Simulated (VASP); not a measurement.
The system is Ag.

```xyz
2
Lattice="2.9300 0.0000 0.0000 -1.4650 2.5375 0.0000 0.0000 0.0000 4.7900" Properties=species:S:1:pos:R:3 pbc="T T T"
Ag    0.0000    1.6916    1.1975
Ag    1.4650    0.8458    3.5925
```

This isn't the form of Ag at room conditions, which is fcc.

Base run:

* Program: VASP 6.6.1
* Functional: PBEsol
* Potentials or basis: VASP PAW PBE potentials, release 64 (Ag)
* Cutoff: 520 eV
* k mesh: 14 × 14 × 8
* Occupations: fermi-dirac, width 0.05 eV
* Spin: no spin polarisation

Its results: band gap on the k mesh zero (bands 11 and 12 overlap by 6.87 eV); pressure -6.4 GPa.

**Question.** The run is repeated on the same cell with these changes: functional from PBEsol to r2SCAN. What comes out?

**Answer.** Band gap on the k mesh zero (bands 11 and 12 overlap by 7.42 eV); pressure -2.4 GPa.

Caveats: the PAW data sets were made with another functional, which shifts forces and pressure a little; the cell stands under tension (at least some runs).
